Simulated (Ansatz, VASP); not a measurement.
## Two plane-wave programs on Sn

```
Sn
1.0
     0.00000    3.23334    3.23334
     3.23334    0.00000    3.23334
     3.23334    3.23334    0.00000
Sn
2
Direct
  0.75000 0.75000 0.75000
  0.50000 0.50000 0.50000
```

Alike in both runs: functional r2SCAN; k mesh 4 × 4 × 4; occupations fermi-dirac, width 0.05 eV; no spin polarisation.

|  | VASP | Ansatz |
| --- | --- | --- |
| version | VASP 6.6.1 | Ansatz 0.2.0 |
| potentials or method | VASP PAW PBE potentials, release 64 (Sn_d) | Ansatz PAW |
| plane-wave cutoff (eV) | 520 | 500 |
| valence electrons in the cell | 28 | 28 |
| task | single point | projected density of states |

|  | VASP | Ansatz | Ansatz less VASP |
| --- | --- | --- | --- |
| gap on the k mesh at the Fermi level (eV) | none | none | - |
| pressure (GPa) | 2.7 | 2.8 | +0.03 |

VASP's potentials were made for PBE, not for r2SCAN. A gap of «none» marks a metal or a gap that the smearing closes.

The k mesh is coarse, so the values compare programs but aren't converged.
